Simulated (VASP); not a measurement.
## Mg2FeH6: single point with LDA

The system is Mg2FeH6.

```
CELL_PARAMETERS angstrom
0.00000 3.20102 3.20102
3.20102 0.00000 3.20102
3.20102 3.20102 0.00000
ATOMIC_POSITIONS crystal
Mg 0.25000 0.25000 0.25000
Mg 0.75000 0.75000 0.75000
Fe 0.00000 0.00000 0.00000
H 0.75836 0.24164 0.24164
H 0.24164 0.75836 0.24164
H 0.24164 0.75836 0.75836
H 0.75836 0.24164 0.75836
H 0.24164 0.24164 0.75836
H 0.75836 0.75836 0.24164
```

This cell differs from its parent crystal: volume scaled by 1.06, then relaxed in part.

| Item | Value |
| --- | --- |
| Program | VASP 6.6.1 |
| Task | single point |
| Functional | LDA |
| Potentials or basis | VASP PAW LDA potentials, release 64 (Mg, Fe, H) |
| Cutoff | 520 eV |
| k mesh | 8 × 8 × 8 |
| Occupations | gaussian, width 0.02 eV |
| Spin | no spin polarisation |
| Dipole correction | no |
| Further INCAR settings | ALGO = Normal; EDIFF = 1e-07; NBANDS = 19 |

```
Pressure               : -5.2 GPa
Largest force          : 0.036 eV/Å
Band gap on the k mesh : 1.73 eV, direct
```

Forces on the atoms (eV/Å):
```
Mg   0.000  0.000  0.000
Mg   0.000  0.000  0.000
Fe   0.000  0.000  0.000
H    0.036  0.000  0.000
H    0.000  0.036  0.000
H   -0.036  0.000  0.000
H    0.000 -0.036  0.000
H    0.000  0.000  0.036
H    0.000  0.000 -0.036
```

Levels at points of the mesh, in eV from the valence-band top:
| k point | band 5 | band 6 | band 7 | band 8 | band 9 | band 10 | band 11 | band 12 | band 13 | band 14 |
| --- | --- | --- | --- | --- | --- | --- | --- | --- | --- | --- |
| (0.00, 0.00, 0.00) | -2.09 | -2.09 | -0.76 | -0.76 | -0.76 | 5.17 | 5.17 | 5.17 | 5.29 | 5.29 |
| (0.50, 0.00, 0.00) | -1.80 | -1.80 | -0.50 | -0.29 | -0.29 | 3.40 | 3.40 | 3.88 | 4.90 | 7.31 |
| (0.50, 0.50, 0.00) | -3.52 | -2.88 | -1.43 | 0.00 | 0.00 | 1.73 | 3.64 | 6.33 | 7.80 | 9.17 |

It took 20 s on 1 thread of Intel(R) Xeon(R) 6975P-C (Granite Rapids) (shared host), peak memory 0.19 GiB.

 A k mesh can miss the band edges.
